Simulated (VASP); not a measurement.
# Si (a cell with a defect) in VASP: a series of runs

The runs below take Si (a cell with a defect) through single point, with LDA.

Everything below comes from runs of VASP 6.6.1. Logs are shortened: lines on timing, memory, paths and dates and some standing lists are left out, and cuts for length are marked.

**1. The cell of the first run**

The cell holds a defect, 17 atoms: a = 7.679 Å, b = 7.679 Å, c = 7.679 Å, α = 60.00°, β = 60.00°, γ = 60.00°.

**2. Single point, LDA**

Contents of INCAR:

```
PREC = Accurate
ENCUT = 520
EDIFF = 1E-7
ISMEAR = 0
SIGMA = 0.05
LREAL = Auto
LASPH = True
NELM = 80
ALGO = Normal
ISIF = 2
LWAVE = False
LCHARG = False
GGA = CA
NBANDS = 48
```

Contents of KPOINTS:

```
regular mesh
0
Gamma
  2 2 2
```

Contents of POSCAR:

```
Si
1.0
    0.0000000000      5.4300000000      5.4300000000
    5.4300000000      0.0000000000      5.4300000000
    5.4300000000      5.4300000000      0.0000000000
Si
17
Direct
   -0.0184409821     -0.0189503094      0.0564046852
    0.1278043153      0.1273785569      0.1325280959
    0.0111632643      0.0108313738      0.5046249366
    0.1074014666      0.1071035745      0.6784434521
    0.0091621699      0.4994992001     -0.0080945091
    0.1278031774      0.6123478422      0.1325388765
    0.0111503265      0.4734302897      0.5046406282
    0.1451254389      0.6172786482      0.6203711816
    0.4999430214      0.0087655386     -0.0080923769
    0.6128192850      0.1272948655      0.1326582559
    0.4737425382      0.0107509968      0.5047971895
    0.6176174268      0.1447796704      0.6203387486
    0.4999465781      0.4994539600     -0.0080989300
    0.6390673635      0.6386509453      0.0837020343
    0.5138905766      0.5135225911      0.4591136105
    0.6176228805      0.6173215797      0.6203260750
    0.8194340530      0.8188725766      0.5429062461
```

Potentials or basis: VASP PAW LDA potentials, release 64 (Si).

On the command line:

```sh
> cat potpaw_LDA.64/Si/POTCAR > POTCAR
> mpirun -np 1 vasp_std > vasp.out
```

OUTCAR:

```text
PREC = Accurate
   ENCUT = 520
   EDIFF = 1E-7
   ISMEAR = 0
   LREAL = Auto
   LASPH = True
   NELM = 80
   ISIF = 2
   GGA = CA

 ion  position               nearest neighbor table
   1  0.982  0.981  0.056-   2 2.33   6 2.33  10 2.33   4 2.37  17 3.05
   2  0.128  0.127  0.133-   1 2.33   3 2.34   5 2.34   9 2.34
   3  0.011  0.011  0.505-   4 2.32   2 2.34  17 2.39  12 2.47   8 2.47
   4  0.107  0.107  0.678-  11 2.32   7 2.32   3 2.32   1 2.37
   5  0.009  0.499  0.992-  14 2.33   8 2.33   2 2.34   6 2.34
   6  0.128  0.612  0.133-   1 2.33   7 2.34   5 2.34  13 2.34
   7  0.011  0.473  0.505-   4 2.32   6 2.34  17 2.39  16 2.47   8 2.47
   8  0.145  0.617  0.620-  15 2.33   5 2.33  17 2.39   3 2.47   7 2.47
   9  0.500  0.009  0.992-  14 2.33  12 2.33   2 2.34  10 2.34
  10  0.613  0.127  0.133-   1 2.33  11 2.34   9 2.34  13 2.34
  11  0.474  0.011  0.505-   4 2.32  10 2.34  17 2.40  16 2.47  12 2.47
  12  0.618  0.145  0.620-  15 2.33   9 2.33  17 2.39  11 2.47   3 2.47
  13  0.500  0.499  0.992-  14 2.33  16 2.33   6 2.34  10 2.34
  14  0.639  0.639  0.084-   5 2.33   9 2.33  13 2.33  15 2.35
  15  0.514  0.514  0.459-  16 2.33  12 2.33   8 2.33  14 2.35
  16  0.618  0.617  0.620-  15 2.33  13 2.33  17 2.39  11 2.47   7 2.47
  17  0.819  0.819  0.543-   8 2.39  12 2.39  16 2.39   3 2.39   7 2.39  11 2.40   1 3.05

  LATTYP: Found a face centered cubic cell.
 ALAT       =    10.8600000000

  Lattice vectors:

 A1 = (   0.0000000000,   5.4300000000,   5.4300000000)
 A2 = (   5.4300000000,   0.0000000000,   5.4300000000)
 A3 = (   5.4300000000,   5.4300000000,   0.0000000000)

Analysis of symmetry for initial positions (statically):
=====================================================================
 Subroutine PRICEL returns:
 Original cell was already a primitive cell.

 Routine SETGRP: Setting up the symmetry group for a
 face centered cubic supercell.

 Subroutine GETGRP returns: Found  1 space group operations
 (whereof  1 operations were pure point group operations)
 out of a pool of 48 trial point group operations.

The static configuration has the point symmetry C_1 .

Analysis of symmetry for dynamics (positions and initial velocities):
=====================================================================
 Subroutine PRICEL returns:
 Original cell was already a primitive cell.

 Routine SETGRP: Setting up the symmetry group for a
 face centered cubic supercell.

 Subroutine GETGRP returns: Found  1 space group operations
 (whereof  1 operations were pure point group operations)
 out of a pool of 48 trial point group operations.

The dynamic configuration has the point symmetry C_1 .

 Subroutine INISYM returns: Found  1 space group operations
 (whereof  1 operations are pure point group operations),
 and found     1 'primitive' translations

----------------------------------------------------------------------------------------

                                     Primitive cell

  volume of cell :     320.2060

  direct lattice vectors                    reciprocal lattice vectors
     0.000000000  5.430000000  5.430000000    -0.092081031  0.092081031  0.092081031
     5.430000000  0.000000000  5.430000000     0.092081031 -0.092081031  0.092081031
     5.430000000  5.430000000  0.000000000     0.092081031  0.092081031 -0.092081031

  length of vectors
     7.679179644  7.679179644  7.679179644     0.159489025  0.159489025  0.159489025

  position of ions in fractional coordinates (direct lattice)
     0.981559018  0.981049691  0.056404685
     0.127804315  0.127378557  0.132528096
     0.011163264  0.010831374  0.504624937
     0.107401467  0.107103575  0.678443452
     0.009162170  0.499499200  0.991905491
     0.127803177  0.612347842  0.132538876
[... 9 lines left out ...]
     0.617622881  0.617321580  0.620326075
     0.819434053  0.818872577  0.542906246

  ion indices of the primitive-cell ions
   primitive index   ion index
                 1           1
                 2           2
                 3           3
                 4           4
                 5           5
                 6           6
[... 9 lines left out ...]
                16          16
                17          17

----------------------------------------------------------------------------------------

 KPOINTS: regular mesh

Automatic generation of k-mesh.
 Grid dimensions read from file:
 generate k-points for:    2    2    2

 Generating k-lattice:

  Cartesian coordinates                     Fractional coordinates (reciprocal lattice)
    -0.046040516  0.046040516  0.046040516     0.500000000  0.000000000  0.000000000
     0.046040516 -0.046040516  0.046040516     0.000000000  0.500000000  0.000000000
     0.046040516  0.046040516 -0.046040516     0.000000000  0.000000000  0.500000000

  Length of vectors
     0.079744512  0.079744512  0.079744512

  Shift w.r.t. Gamma in fractional coordinates (k-lattice)
     0.000000000  0.000000000  0.000000000

 Subroutine IBZKPT returns following result:
 ===========================================

 Found      8 irreducible k-points:

 Following reciprocal coordinates:
            Coordinates               Weight
  0.000000  0.000000  0.000000      1.000000
  0.500000  0.000000  0.000000      1.000000
  0.000000  0.500000  0.000000      1.000000
  0.000000  0.000000  0.500000      1.000000
  0.500000  0.500000  0.500000      1.000000
  0.500000  0.500000  0.000000      1.000000
  0.000000  0.500000  0.500000      1.000000
  0.500000  0.000000  0.500000      1.000000
   k-points           NKPTS =      8   k-points in BZ     NKDIM =      8   number of bands    NBANDS=     48
   number of dos      NEDOS =    301   number of ions     NIONS =     17
   total plane-waves  NPLWV = 216000
   dimension x,y,z NGX =    60 NGY =   60 NGZ =   60
   dimension x,y,z NGXF=   120 NGYF=  120 NGZF=  120
   ions per type =              17
   NGX,Y,Z   is equivalent  to a cutoff of  12.99, 12.99, 12.99 a.u.
   NGXF,Y,Z  is equivalent  to a cutoff of  25.98, 25.98, 25.98 a.u.
 SYSTEM =  unknown system
   PREC   = accura    normal or accurate (medium, high low for compatibility)
   ISTART =      0    job   : 0-new  1-cont  2-samecut
   ICHARG =      2    charge: 1-file 2-atom 10-const
   ISPIN  =      1    spin polarized calculation?
   LNONCOLLINEAR =      F non collinear calculations
   LSORBIT =      F    spin-orbit coupling
   LASPH  =      T    aspherical Exc in radial PAW
   ENCUT  =  520.0 eV  38.22 Ry    6.18 a.u.  14.28 14.28 14.28*2*pi/ulx,y,z
   NELM   =     80;   NELMIN=  2; NELMDL= -5     # of ELM steps
   EDIFF  = 0.1E-06   stopping-criterion for ELM
   LREAL  =      T    real-space projection
   EDIFFG = 0.1E-05   stopping-criterion for IOM
   NSW    =      0    number of steps for IOM
   IBRION =     -1    ionic relax: 0-MD 1-quasi-New 2-CG
   NFREE  =      0    steps in history (QN), initial steepest desc. (CG)
   ISIF   =      2    stress and relaxation
   ISYM   =      2    0-nonsym 1-usesym 2-fastsym
   POTIM  = 0.5000    time-step for ionic-motion
   TEBEG  =    0.0;   TEEND  =   0.0 temperature during run
   PSTRESS=    0.0 pullay stress
   NELECT =      68.0000    total number of electrons
   NUPDOWN=      -1.0000    fix difference up-down
   EMIN   =  10.00;   EMAX   =-10.00  energy-range for DOS
   EFERMI =   0.00;   METHOD = LEGACY
   ISMEAR =     0;   SIGMA  =   0.05  broadening in eV -4-tet -1-fermi 0-gaus
   EFERMI_NEDOS =   21; number of points for ismear=-14 and -15
   IALGO  =     38    algorithm
   IMIX   =      4    mixing-type and parameters
     AMIX     =   0.40;   BMIX     =  1.00
     AMIX_MAG =   1.60;   BMIX_MAG =  1.00
  volume/ion in A,a.u.               =      18.84       127.11
  Fermi-wavevector in a.u.,A,eV,Ry     =   0.976715  1.845724 12.979587  0.953973
  Thomas-Fermi vector in A             =   2.107356
   LORBIT       =      0    0 simple, 1 ext, 2 COOP (PROOUT), +10 PAW based schemes
   GGA     = CA    functional components
   LHFCALC =     F    Hartree Fock is set to
   AEXX    =    0.0000 exact exchange contribution
   IVDW    =     0    specifies the selected vdW correction
   LEPSILON=     F    determine dielectric tensor
   LRPA    =     F    only Hartree local field effects (RPA)
 non-spin polarized calculation
 Gauss-broadening in eV      SIGMA  =   0.05
  energy-cutoff  :      520.00
  volume of cell :      320.21
 maximum number of plane-waves:      8646
 NGX is ok and might be reduce to    60
   NGX = 29   NGY = 29   NGZ = 29

 number of electron      68.0000000 magnetization

 Free energy of the ion-electron system (eV)
  ---------------------------------------------------
  ext. energy  EPLUGINS =         0.00000000
  ---------------------------------------------------
  free energy    TOTEN  =       -97.24568581 eV

  energy without entropy =      -97.23607818  energy(sigma->0) =      -97.24088199

 E-fermi :   6.6209     XC(G=0):  -9.8611

 val. band max:        6.4457510679   @ k =   0.5000   0.5000   0.0000
 cond. band min:       6.6340209219   @ k =   0.0000   0.0000   0.0000
 fundamental gap:      0.1882698540
 Fermi energy:         6.6208973659

 k-point     1 :       0.0000    0.0000    0.0000
  band No.  band energies     occupation
      1      -6.2737      2.00000
      2      -3.9611      2.00000
      3      -3.6812      2.00000
      4      -3.6809      2.00000
      5      -3.4363      2.00000
      6      -2.5960      2.00000
[... 38 lines left out ...]
     45       8.6492      0.00000
     46       8.7322      0.00000

 k-point     2 :       0.5000    0.0000    0.0000
  band No.  band energies     occupation
      1      -5.8053      2.00000
      2      -5.0468      2.00000
      3      -3.6825      2.00000
      4      -3.4907      2.00000
      5      -3.2335      2.00000
      6      -3.0694      2.00000
[... 38 lines left out ...]
     45       9.4021      0.00000
     46      10.0075      0.00000

 k-point     3 :       0.0000    0.5000    0.0000
  band No.  band energies     occupation
      1      -5.8053      2.00000
      2      -5.0466      2.00000
      3      -3.6824      2.00000
      4      -3.4910      2.00000
      5      -3.2335      2.00000
      6      -3.0694      2.00000
[... 38 lines left out ...]
     45       9.4010      0.00000
     46      10.0083      0.00000

 k-point     4 :       0.0000    0.0000    0.5000
  band No.  band energies     occupation
      1      -5.8812      2.00000
      2      -4.9233      2.00000
      3      -3.4611      2.00000
      4      -3.4607      2.00000
      5      -3.4195      2.00000
      6      -3.0483      2.00000
[... 38 lines left out ...]
     45       9.7211      0.00000
     46      10.1302      0.00000

 k-point     5 :       0.5000    0.5000    0.5000
  band No.  band energies     occupation
      1      -5.8053      2.00000
      2      -5.0467      2.00000
      3      -3.6825      2.00000
      4      -3.4910      2.00000
      5      -3.2336      2.00000
      6      -3.0694      2.00000
[... 38 lines left out ...]
     45       9.4008      0.00000
     46      10.0083      0.00000

 k-point     6 :       0.5000    0.5000    0.0000
  band No.  band energies     occupation
      1      -5.6779      2.00000
      2      -4.7566      2.00000
      3      -4.1101      2.00000
      4      -3.9309      2.00000
      5      -3.8450      2.00000
      6      -3.6762      2.00000
[... 38 lines left out ...]
     45      10.2610      0.00000
     46      10.3614      0.00000

 k-point     7 :       0.0000    0.5000    0.5000
  band No.  band energies     occupation
      1      -5.6779      2.00000
      2      -4.7566      2.00000
      3      -4.1101      2.00000
      4      -3.9309      2.00000
      5      -3.8450      2.00000
      6      -3.6763      2.00000
[... 38 lines left out ...]
     45      10.2609      0.00000
     46      10.3615      0.00000

 k-point     8 :       0.5000    0.0000    0.5000
  band No.  band energies     occupation
      1      -5.6779      2.00000
      2      -4.7566      2.00000
      3      -4.1101      2.00000
      4      -3.9307      2.00000
      5      -3.8451      2.00000
      6      -3.6762      2.00000
[... 38 lines left out ...]
     45      10.2599      0.00000
     46      10.3623      0.00000
 [bands above 46 left out]

------------------------ aborting loop because EDIFF is reached ----------------------------------------

  FORCE on cell =-STRESS in cart. coord.  units (eV):
  Direction    XX          YY          ZZ          XY          YZ          ZX
  --------------------------------------------------------------------------------------
  -------------------------------------------------------------------------------------
  Total        2.6587483      2.6619103      2.6588382     -0.8678359      0.8676570      0.8748412
  in kB       13.3032673     13.3190889     13.3037175     -4.3422889      4.3413936      4.3773403
  external PRESSURE =      13.3086912 kB  Pullay stress =       0.0000000 kB

 VOLUME and BASIS-vectors are now :
 -----------------------------------------------------------------------------
  energy-cutoff  :      520.00
  volume of cell :      320.21
      direct lattice vectors                 reciprocal lattice vectors
     0.000000000  5.430000000  5.430000000    -0.092081031  0.092081031  0.092081031
     5.430000000  0.000000000  5.430000000     0.092081031 -0.092081031  0.092081031
     5.430000000  5.430000000  0.000000000     0.092081031  0.092081031 -0.092081031

 POSITION                                       TOTAL-FORCE (eV/Angst)
 -----------------------------------------------------------------------------------
      5.63338      5.63614     10.65697         0.004492      0.000150     -0.004898
      1.41129      1.41360      1.38564         0.002516      0.003161      0.004246
      2.79893      2.80073      0.11943         0.008979      0.008186      0.022461
      4.26552      4.26714      1.16476        -0.003302     -0.003442      0.002824
      8.09833      5.43580      2.76203        -0.003336      0.002580      0.003437
      4.04473      1.41366      4.01902        -0.004156      0.003084     -0.002572
[... 9 lines left out ...]
      6.72043      6.72206      6.70575         0.015895      0.017521      0.017108
      7.39446      7.39751      8.89600         0.005647     -0.002832     -0.007097
 -----------------------------------------------------------------------------------
    total drift:                                0.000545     -0.000193     -0.000850

  FREE ENERGIE OF THE ION-ELECTRON SYSTEM (eV)
  ---------------------------------------------------
  free  energy   TOTEN  =       -97.2456858080 eV

  energy  without entropy=      -97.2360781767  energy(sigma->0) =      -97.24088199
```

Run time: 99 s. Hardware: 1 thread of Intel Xeon 6975P-C (Granite Rapids), shared host; peak memory 0.37 GiB.

What came out:

```
Free energy            : -97.2457 eV
Pressure               : 1.3 GPa
Largest force          : 0.029 eV/Å
Band gap on the k mesh : zero (band 34 reaches 6.64 eV, above the bottom of band 35 at 6.63 eV)
```

Forces on the atoms (eV/Å):
```
Si   0.004  0.000 -0.005
Si   0.003  0.003  0.004
Si   0.009  0.008  0.022
Si  -0.003 -0.003  0.003
Si  -0.003  0.003  0.003
Si  -0.004  0.003 -0.003
Si  -0.022  0.008 -0.008
Si   0.012 -0.012 -0.013
Si   0.002 -0.003  0.004
Si   0.002 -0.005 -0.002
Si   0.004 -0.021 -0.004
Si  -0.017  0.017 -0.016
Si  -0.004 -0.003 -0.002
Si   0.011  0.007 -0.011
Si  -0.016 -0.017  0.016
Si   0.016  0.018  0.017
Si   0.006 -0.003 -0.007
```

Stress tensor (GPa, compression positive):
```
 1.33 -0.43  0.44
-0.43  1.33  0.43
 0.44  0.43  1.33
```

Caveat: the k points lie up to 0.50 Å⁻¹ apart.

(Continued in part 2 of 2.)
